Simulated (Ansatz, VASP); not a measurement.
**Two plane-wave programs on MoS2**

```
Mo S
1.0
     1.58759    0.91660    6.19393
    -1.58759    0.91660    6.19393
     0.00000   -1.83319    6.19393
Mo S
1 2
Direct
  0.99976 0.99976 0.99976
  0.41678 0.41678 0.41678
  0.24946 0.24946 0.24946
```

Alike in both runs: task single point; functional PBE; k mesh 10 × 10 × 10; occupations fermi-dirac, width 0.02 eV; no spin polarisation.

|  | VASP | Ansatz |
| --- | --- | --- |
| version | VASP 6.6.1 | Ansatz 0.2.0 |
| potentials or method | VASP PAW PBE potentials, release 64 (Mo_sv, S) | plane waves, PAW |
| plane-wave cutoff (eV) | 520 | 420 |
| valence electrons in the cell | 26 | 26 |

Ansatz gave:

| Quantity | Value |
| --- | --- |
| gap on the k mesh at the Fermi level (eV) | 0.97 |
| pressure (GPa) | 2.4 |
| traceless stress, the component that is largest in VASP (GPa) | 0.92 |
| rms of the force components (eV/Å) | 0.052 |

Question: Which values does VASP return?

Answer: gap on the k mesh at the Fermi level (eV): 0.99; pressure (GPa): 2.3; traceless stress, the component that is largest in VASP (GPa): 0.88; rms of the force components (eV/Å): 0.046.

Atom by atom the forces differ by 0.006 eV/Å (rms over components).
